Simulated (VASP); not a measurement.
Input of a VASP 6.6.1 run:

The input POSCAR:

```
MoS2
1.0
    3.2669485462      0.0000000000      0.0000000000
   -1.6334737670      2.8292597457      0.0000000000
    0.0000000000      0.0000000000      6.2547397121
Mo S
1 2
Direct
    0.0000000000      0.0000000000      0.5000000000
    0.3333333333      0.6666666667      0.2586751014
    0.6666666667      0.3333333333      0.7413248986
```

INCAR.step1

```
  ALGO = Normal
  EDIFF = 1E-4
  ENCUT = 520
  GGA = PE
  ISMEAR = 0
  LASPH = T
  LCHARG = F
  LREAL = F
  LWAVE = T
  NBANDS = 20
  NELM = 60
  PREC = Accurate
  SIGMA = 0.1
```

Contents of INCAR.step2:

```
  ALGO = Normal
  EDIFF = 1E-7
  ENCUT = 520
  ISIF = 2
  ISMEAR = 0
  ISTART = 1
  LASPH = T
  LCHARG = F
  LMIXTAU = T
  LREAL = F
  LWAVE = F
  METAGGA = R2SCAN
  NBANDS = 20
  NELM = 60
  PREC = Accurate
  SIGMA = 0.1
```

Contents of KPOINTS:

```
k-points
0
Gamma
  4 4 2
```

Potentials or basis: VASP PAW PBE potentials, release 64 (Mo_sv, S).

Run with:

```sh
$ cat potpaw_PBE.64/Mo_sv/POTCAR potpaw_PBE.64/S/POTCAR > POTCAR
$ cp INCAR.step1 INCAR
$ mpirun -np 1 vasp_std > vasp.out
$ cp INCAR.step2 INCAR
$ mpirun -np 1 vasp_std > vasp.out
```

(1) What does it give for the band gap on the k mesh?

(2) Predict the pressure.

(3) What does it give for the largest force?

Results:

(1) zero (band 13 reaches 6.59 eV, above the bottom of band 14 at 6.04 eV).

(2) 0.6 GPa.

(3) 0.041 eV/Å.

Caveat: the k points lie up to 0.56 Å⁻¹ apart; the PAW data sets were made with another functional, which shifts forces and pressure a little.
